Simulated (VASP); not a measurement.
NaI, 2 atoms in the cell. It takes space group F-43m (No. 216, cubic). The conventional cell has a = 7.059 Å, b = 7.059 Å, c = 7.059 Å, α = 90.00°, β = 90.00°, γ = 90.00°. Within 4.0 Å of Na (site symmetry -43m) lie 4 I at 3.06 Å. I (site symmetry -43m) has 4 Na at 3.06 Å within 4.0 Å. 

* Program: VASP 6.6.1
* Task: single point
* Functional: PBEsol
* Potentials or basis: VASP PAW PBE potentials, release 64 (Na_pv, I)
* Cutoff: 520 eV
* k mesh: 6 × 6 × 6
* Occupations: fermi-dirac, width 0.03 eV
* Spin: no spin polarisation
* Dipole correction: no
* Further INCAR settings: ALGO = Normal; EDIFF = 1e-07; NBANDS = 14

Potentials or basis: VASP PAW PBE potentials, release 64 (Na_pv, I).

The run is started by

```bash
$ cat potpaw_PBE.64/Na_pv/POTCAR potpaw_PBE.64/I/POTCAR > POTCAR
$ mpirun -np 1 vasp_std > vasp.out
```

Hardware: 1 thread of Intel(R) Xeon(R) 6975P-C (Granite Rapids), on a shared host.

How long does it take, and how much memory?

It took 14 s on 1 thread of Intel(R) Xeon(R) 6975P-C (Granite Rapids) (shared host), peak memory 0.23 GiB. Counts: scf iterations 14, k points 16.
